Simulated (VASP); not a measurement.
# Al (P6_3/mmc) in VASP: a series of runs, part 2 of 2

VASP 6.6.1. Earlier steps stand in the parts before.

### Step 3. Single point, PBE+D3(BJ)

This run uses another cell than the first one, of 17.47 Å³/atom.

File INCAR:

```
ALGO = Normal
EDIFF = 1E-7
ENCUT = 520
GGA = PE
ISIF = 2
ISMEAR = 0
IVDW = 12
LASPH = T
LCHARG = T
LELF = T
LREAL = F
LVHAR = T
LWAVE = F
NBANDS = 14
NELM = 60
PREC = Accurate
SIGMA = 0.15
```

File KPOINTS:

```
k-points
0
Gamma
  18 18 4
```

File POSCAR:

```
Al
1.0
    2.8932000000      0.0000000000      0.0000000000
   -1.4466000000      2.5055846982      0.0000000000
    0.0000000000      0.0000000000      9.6403000000
Al
4
Direct
    0.0000000000      0.0000000000      0.0000000000
    0.3333333333      0.6666666667      0.2500000000
    0.0000000000      0.0000000000      0.5000000000
    0.6666666667      0.3333333333      0.7500000000
```

Potentials or basis: VASP PAW PBE potentials, release 64 (Al).

Run with:

```sh
cat potpaw_PBE.64/Al/POTCAR > POTCAR
mpirun -np 1 vasp_std > vasp.out
```

OUTCAR:

```text
EDIFF = 1E-7
   ENCUT = 520
   GGA = PE
   ISIF = 2
   ISMEAR = 0
   IVDW = 12
   LASPH = T
   LREAL = F
   NELM = 60
   PREC = Accurate
 IVDW          = 12

 ion  position               nearest neighbor table
   1  0.000  0.000  0.000-   2 2.93   4 2.93   2 2.93   4 2.93   4 2.93   2 2.93
   2  0.333  0.667  0.250-   1 2.93   3 2.93   1 2.93   3 2.93   1 2.93   3 2.93
   3  0.000  0.000  0.500-   2 2.93   4 2.93   2 2.93   4 2.93   4 2.93   2 2.93
   4  0.667  0.333  0.750-   1 2.93   3 2.93   1 2.93   3 2.93   1 2.93   3 2.93

  LATTYP: Found a hexagonal cell.
 ALAT       =     2.8932000000
 C/A-ratio  =     3.3320544726

  Lattice vectors:

 A1 = (   2.8932000000,   0.0000000000,   0.0000000000)
 A2 = (  -1.4466000000,   2.5055846982,   0.0000000000)
 A3 = (   0.0000000000,   0.0000000000,   9.6403000000)

Analysis of symmetry for initial positions (statically):
=====================================================================
 Subroutine PRICEL returns:
 Original cell was already a primitive cell.

 Routine SETGRP: Setting up the symmetry group for a
 hexagonal supercell.

 Subroutine GETGRP returns: Found 24 space group operations
 (whereof 12 operations were pure point group operations)
 out of a pool of 24 trial point group operations.

The static configuration has the point symmetry D_3d.
 The point group associated with its full space group is D_6h.

Analysis of symmetry for dynamics (positions and initial velocities):
=====================================================================
 Subroutine PRICEL returns:
 Original cell was already a primitive cell.

 Routine SETGRP: Setting up the symmetry group for a
 hexagonal supercell.

 Subroutine GETGRP returns: Found 24 space group operations
 (whereof 12 operations were pure point group operations)
 out of a pool of 24 trial point group operations.

The dynamic configuration has the point symmetry D_3d.
 The point group associated with its full space group is D_6h.

 Subroutine INISYM returns: Found 24 space group operations
[... 135 lines left out ...]
  volume of cell :       69.88
 maximum number of plane-waves:      1924
 NGX is ok and might be reduce to    24
   NGX = 11   NGY = 11   NGZ = 35

 number of electron      12.0000000 magnetization

 Free energy of the ion-electron system (eV)
  ---------------------------------------------------
  ext. energy  EPLUGINS =         0.00000000
  ---------------------------------------------------
  free energy    TOTEN  =       -14.90010557 eV

  energy without entropy =      -14.88047303  energy(sigma->0) =      -14.89028930

 E-fermi :   7.3924     XC(G=0):  -9.9920

 val. band max:        7.3812019989   @ k =   0.3333   0.2222   0.5000
 cond. band min:       7.4027006266   @ k =   0.2778   0.2778   0.0000
 fundamental gap:      0.0214986277
 Fermi energy:         7.3924059583

 k-point     1 :       0.0000    0.0000    0.0000
  band No.  band energies     occupation
      1      -3.3304      2.00000
      2      -1.7485      2.00000
      3      -1.7436      2.00000
      4       2.8715      2.00000
      5       2.9538      2.00000
      6      10.3803      0.00000
      7      10.3896      0.00000
      8      17.9287      0.00000
      9      17.9287      0.00000
     10      18.1596      0.00000
     11      18.1596      0.00000
     12      19.1381      0.00000
     13      19.1742      0.00000
     14      19.1762      0.00000
[... 377 lines left out ...]
      1       1.4653      2.00000
      2       2.9809      2.00000
      3       2.9907      2.00000
      4       3.9684      2.00000
      5       5.4898      2.00000
      6       5.5276      2.00000
      7       7.5458      0.14818
      8       7.6382      0.02049
      9       9.6981      0.00000
     10       9.9733      0.00000
     11      10.6030      0.00000
     12      11.6742      0.00000
     13      11.8122      0.00000
     14      14.8614      0.00000

 [... further k-points ...]

------------------------ aborting loop because EDIFF is reached ----------------------------------------

 Edisp (eV)   -1.26774

 E8    (eV) :    -0.5664

  FORCE on cell =-STRESS in cart. coord.  units (eV):
  Direction    XX          YY          ZZ          XY          YZ          ZX
  --------------------------------------------------------------------------------------
  -------------------------------------------------------------------------------------
  Total      -2.84632    -2.84632    -3.01578     0.00000     0.00000     0.00000
  in kB     -65.25546   -65.25546   -69.14044     0.00000     0.00000     0.00000
  external pressure =      -66.55 kB  Pullay stress =        0.00 kB

 VOLUME and BASIS-vectors are now :
 -----------------------------------------------------------------------------
  energy-cutoff  :      520.00
  volume of cell :       69.88
      direct lattice vectors                 reciprocal lattice vectors
     2.893200000  0.000000000  0.000000000     0.345638048  0.199554220  0.000000000
    -1.446600000  2.505584698  0.000000000     0.000000000  0.399108440  0.000000000
     0.000000000  0.000000000  9.640300000     0.000000000  0.000000000  0.103731212

 POSITION                                       TOTAL-FORCE (eV/Angst)
 -----------------------------------------------------------------------------------
      0.00000      0.00000      0.00000        -0.000000      0.000000      0.000000
     -0.00000      1.67039      2.41007         0.000000     -0.000000     -0.000000
      0.00000      0.00000      4.82015        -0.000000      0.000000      0.000000
      1.44660      0.83519      7.23022         0.000000      0.000000     -0.000000
 -----------------------------------------------------------------------------------
    total drift:                               -0.000000      0.000000      0.000000

  FREE ENERGIE OF THE ION-ELECTRON SYSTEM (eV)
  ---------------------------------------------------
  free  energy   TOTEN  =       -16.1678481496 eV

  energy  without entropy=      -16.1482156171  energy(sigma->0) =      -16.15803188
```

OSZICAR:

```text
N       E                     dE             d eps       ncg     rms          rms(c)
DAV:   1     0.529645717132E+01    0.52965E+01   -0.41025E+03  3108   0.654E+02
DAV:   2    -0.143101777321E+02   -0.19607E+02   -0.18072E+02  4090   0.854E+01
DAV:   3    -0.149844594919E+02   -0.67428E+00   -0.66614E+00  4130   0.129E+01
DAV:   4    -0.149893498018E+02   -0.48903E-02   -0.48897E-02  3818   0.136E+00
DAV:   5    -0.149894065241E+02   -0.56722E-04   -0.56721E-04  4052   0.153E-01    0.241E+00
DAV:   6    -0.149374964948E+02    0.51910E-01   -0.71018E-03  3728   0.480E-01    0.140E+00
DAV:   7    -0.149005197589E+02    0.36977E-01   -0.17943E-02  3570   0.717E-01    0.212E-01
DAV:   8    -0.149001180500E+02    0.40171E-03   -0.25692E-04  4380   0.848E-02    0.196E-02
DAV:   9    -0.149001079380E+02    0.10112E-04   -0.13377E-05  3808   0.177E-02    0.326E-03
DAV:  10    -0.149001069768E+02    0.96119E-06   -0.41012E-07  4108   0.411E-03    0.230E-03
DAV:  11    -0.149001061582E+02    0.81864E-06   -0.86037E-09  2404   0.591E-04    0.124E-03
DAV:  12    -0.149001055827E+02    0.57551E-06   -0.32241E-09  2298   0.401E-04    0.559E-04
DAV:  13    -0.149001055672E+02    0.15478E-07   -0.44324E-10  2208   0.144E-04
   1 F= -.16167848E+02 E0= -.16158032E+02  d E =-.196325E-01
```

Run time: 96 s. Hardware: 1 thread of AMD EPYC 7R13, shared host; peak memory 0.21 GiB.

What came out:

| Item | Value |
| --- | --- |
| Free energy | -16.1678 eV |
| Pressure | -6.7 GPa |
| Band gap on the k mesh | zero (bands 6 and 7 overlap by 5.03 eV) |
| Dispersion energy per atom | -0.317 eV |

Levels at points of the mesh, in eV from the Fermi level:
```csv
k point,band 3,band 4,band 5,band 6,band 7,band 8,band 9,band 10
"(0.00, 0.00, 0.00)",-9.14,-4.52,-4.44,2.99,3.00,10.54,10.54,10.77
"(0.50, 0.00, 0.00)",-3.70,-3.61,-3.22,-3.10,0.87,1.04,1.35,1.35
"(0.00, 0.00, 0.50)",-7.18,-7.18,-1.07,-1.07,7.60,7.60,10.83,10.83
"(0.50, 0.00, 0.50)",-4.51,-4.51,-1.77,-1.77,-1.17,-1.17,4.21,4.21
```

Caveat: the cell stands under tension.

### Step 4. Single point, PBE+D3(BJ)

This run uses another cell than the first one, of 17.56 Å³/atom.

File INCAR:

```
SYSTEM = Al
  PREC = Accurate
  ENCUT = 520
  EDIFF = 1E-7
  ISMEAR = 0
  SIGMA = 0.15
  LREAL = .False.
  LASPH = .True.
  NELM = 80
  ALGO = Normal
  ISIF = 2
  LWAVE = .False.
  LCHARG = .True.
  GGA = PE
  IVDW = 12
  LELF = .True.
  LVHAR = .True.
  NBANDS = 14
```

File KPOINTS:

```
regular mesh
0
Gamma
  18 18 4
  0 0 0
```

File POSCAR:

```
Al
1.0
    2.7356000000      0.0000000000      0.0000000000
   -1.3678000000      2.3690990946      0.0000000000
    0.0000000000      0.0000000000     10.8379000000
Al
4
Direct
    0.0000000000      0.0000000000      0.0000000000
    0.3333333333      0.6666666667      0.2500000000
    0.0000000000      0.0000000000      0.5000000000
    0.6666666667      0.3333333333      0.7500000000
```

Run with:

```sh
cat potpaw_PBE.64/Al/POTCAR > POTCAR
mpirun -np 1 vasp_std > vasp.out
```

Run time: 87 s. Hardware: 1 thread of AMD EPYC 7R13, shared host; peak memory 0.2 GiB.

Results (log left out):

| Quantity | Value |
| --- | --- |
| Free energy | -15.8770 eV |
| Pressure | -3.7 GPa |
| Band gap on the k mesh | zero (bands 6 and 7 overlap by 3.40 eV) |
| Dispersion energy per atom | -0.316 eV |

Stress tensor (GPa, compression positive):
```
  0.09   0.00   0.00
  0.00   0.09   0.00
  0.00   0.00 -11.20
```

Levels at points of the mesh, in eV from the Fermi level:
```tsv
k point	band 3	band 4	band 5	band 6	band 7	band 8	band 9	band 10
(0.00, 0.00, 0.00)	-9.43	-6.40	-4.98	0.34	0.35	8.12	8.39	13.10
(0.50, 0.00, 0.00)	-3.42	-3.35	-2.72	-2.64	-0.17	0.25	1.10	1.47
(0.00, 0.00, 0.50)	-7.94	-7.94	-2.87	-2.87	4.09	4.09	12.51	12.51
(0.50, 0.00, 0.50)	-3.89	-3.89	-1.81	-1.81	-1.19	-1.19	3.09	3.09
```

Caveat: the cell stands under tension.

### Step 5. Single point, PBE+D3(BJ)

This run uses another cell than the first one, of 17.69 Å³/atom.

File INCAR:

```
SYSTEM = Al
PREC = Accurate
ENCUT = 520
EDIFF = 1E-7
ISMEAR = 0
SIGMA = 0.15
LREAL = .False.
LASPH = .True.
NELM = 100
ALGO = Fast
ISIF = 2
LWAVE = .False.
LCHARG = .False.
GGA = PE
IVDW = 12
NBANDS = 14
```

KPOINTS is that of step 4.

File POSCAR:

```
Al
1.0
    2.6962000000      0.0000000000      0.0000000000
   -1.3481000000      2.3349776937      0.0000000000
    0.0000000000      0.0000000000     11.2371000000
Al
4
Direct
    0.0000000000      0.0000000000      0.0000000000
    0.3333333333      0.6666666667      0.2500000000
    0.0000000000      0.0000000000      0.5000000000
    0.6666666667      0.3333333333      0.7500000000
```

Run with:

```sh
cat potpaw_PBE.64/Al/POTCAR > POTCAR
mpirun -np 1 vasp_std > vasp.out
```

Run time: 84 s. Hardware: 1 thread of AMD EPYC 7R13, shared host; peak memory 0.2 GiB.

The run converged. Its results:

```
Free energy                : -15.6807 eV
Pressure                   : -2.2 GPa
Band gap on the k mesh     : zero (bands 6 and 7 overlap by 3.25 eV)
Dispersion energy per atom : -0.315 eV
```

Stress tensor (GPa, compression positive):
```
  2.46   0.00   0.00
  0.00   2.46   0.00
  0.00   0.00 -11.46
```

Levels at points of the mesh, in eV from the Fermi level:
| k point | band 4 | band 5 | band 6 | band 7 | band 8 | band 9 |
| --- | --- | --- | --- | --- | --- | --- |
| (0.00, 0.00, 0.00) | -6.91 | -5.07 | -0.32 | -0.31 | 6.80 | 7.41 |
| (0.50, 0.00, 0.00) | -3.27 | -2.61 | -2.48 | -0.48 | -0.04 | 1.23 |
| (0.00, 0.00, 0.50) | -8.17 | -3.27 | -3.27 | 3.17 | 3.17 | 11.26 |
| (0.50, 0.00, 0.50) | -3.71 | -1.84 | -1.84 | -1.20 | -1.20 | 2.90 |

### Step 6. Summary

| cell | gap on the mesh (eV) | pressure (GPa) |
| --- | --- | --- |
| a = 2.775, b = 2.775, c = 10.439 Å, angles 90.0, 90.0, 120.0°, 4 atoms | none | -4.7 |
| a = 2.893, b = 2.893, c = 9.640 Å, angles 90.0, 90.0, 120.0°, 4 atoms | none | -6.7 |
| a = 2.736, b = 2.736, c = 10.838 Å, angles 90.0, 90.0, 120.0°, 4 atoms | none | -3.7 |
| a = 2.696, b = 2.696, c = 11.237 Å, angles 90.0, 90.0, 120.0°, 4 atoms | none | -2.2 |

Alike in all rows: task single point; level PBE+D3(BJ); potentials or basis VASP PAW PBE potentials, release 64 (Al); no spin polarisation; k mesh 18 × 18 × 4; cutoff (eV) 520; smearing gaussian 0.15 eV.

Caveats: the cell stands under tension (at least some runs).

Absolute energies hang on the potentials; compare differences alone.
